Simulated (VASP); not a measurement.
A run of VASP 6.6.1 is set up as follows.

Contents of INCAR:

```
SYSTEM = CaB2
ALGO = Normal ; EDIFF = 1E-6
ENCUT = 520 ; GGA = PE
ISIF = 2 ; ISMEAR = 0
LASPH = .True. ; LCHARG = .False.
LREAL = .False. ; LWAVE = .False.
NBANDS = 15 ; NELM = 80
PREC = Accurate ; SIGMA = 0.1
```

File KPOINTS:

```
k-points
0
Gamma
  15 15 15
  0 0 0
```

Contents of POSCAR:

```
CaB2
1.0
    1.7314750993      0.9996676147      5.4434861030
   -1.7314750993      0.9996676147      5.4434861030
    0.0000000000     -1.9993352294      5.4434861030
Ca B
1 2
Direct
    0.0000000000      0.0000000000      0.0000000000
    0.4511145727      0.4511145727      0.4511145727
    0.5488854273      0.5488854273      0.5488854273
```

Potentials or basis: VASP PAW PBE potentials, release 64 (Ca_sv, B).

Launch:

```sh
$ cat potpaw_PBE.64/Ca_sv/POTCAR potpaw_PBE.64/B/POTCAR > POTCAR
$ mpirun -np 1 vasp_std > vasp.out
```

Problem. What does it give for the band gap on the k mesh?

Solution. Zero (bands 8 and 9 overlap by 2.76 eV).

Problem. Estimate the pressure.

Solution. 0.1 GPa.

Problem. Predict the largest force.

Solution. 0.008 eV/Å.

Forces on the atoms (eV/Å):
```
Ca   0.000  0.000  0.000
B    0.000  0.000 -0.008
B    0.000  0.000  0.008
```
